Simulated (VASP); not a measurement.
A run of VASP 6.6.1:

INCAR

```
PREC = Accurate
ENCUT = 520
EDIFF = 1E-7
ISMEAR = -1
SIGMA = 0.1
LREAL = False
LASPH = True
NELM = 60
ALGO = Normal
ISIF = 2
LWAVE = False
LCHARG = False
GGA = CA
NBANDS = 46
```

File KPOINTS:

```
Automatic mesh
0
Gamma
  3 3 3
```

File POSCAR:

```
K
1.0
    8.0473538761      0.0000000000      0.0000000000
    0.0000000000      8.0473538761      0.0000000000
    0.0000000000      0.0000000000      8.0473538761
K
8
Direct
    1.0000000000      0.0000000000      1.0000000000
    0.5000000000      0.5000000000      0.5000000000
    0.2500000000      1.0000000000      0.5000000000
    0.7500000000      1.0000000000      0.5000000000
    0.5000000000      0.2500000000      1.0000000000
    0.5000000000      0.7500000000      1.0000000000
    0.0000000000      0.5000000000      0.2500000000
    0.0000000000      0.5000000000      0.7500000000
```

Potentials or basis: VASP PAW LDA potentials, release 64 (K_sv).

The run is started by

```console
$ cat potpaw_LDA.64/K_sv/POTCAR > POTCAR
$ mpirun -np 1 vasp_std > vasp.out
```

Hardware: 1 thread of Intel(R) Xeon(R) Platinum 8375C CPU @ 2.90GHz (Ice Lake), with other jobs on the host.

Q: How long does it take, and how much memory?

A: It took 59 s on 1 thread of Intel(R) Xeon(R) Platinum 8375C CPU @ 2.90GHz (Ice Lake), with other jobs on the host, peak memory 0.38 GiB. Counts: scf iterations 13, k points 4.
